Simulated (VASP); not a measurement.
The system is Nb.

```
CELL_PARAMETERS angstrom
-1.66395 1.66395 1.66395
1.66395 -1.66395 1.66395
1.66395 1.66395 -1.66395
ATOMIC_POSITIONS crystal
Nb 0.00000 0.00000 0.00000
```

Base run:

```yaml
Program: VASP 6.6.1
Functional: PBE
Potentials_or_basis: VASP PAW PBE potentials, release 64 (Nb_sv)
Cutoff: 520 eV
k_mesh: 16 × 16 × 16
Occupations: fermi-dirac, width 0.05 eV
Spin: collinear spin, ferromagnetic start
Starting_moments: "[0.2] μB"
Fixed_moment: 0.2 μB
```

Its results: pressure -3.2 GPa; site moments Nb +0.13 μB.

Problem. The run is repeated on the same cell with these changes: fixed moment from 0.2 μB to 1.2 μB; moments at the start from [0.2] to [1.2]. What comes out?

Solution. Pressure 3.4 GPa; site moments Nb +0.75 μB.

Caveats: the total moment is fixed, so each spin has its own Fermi level.
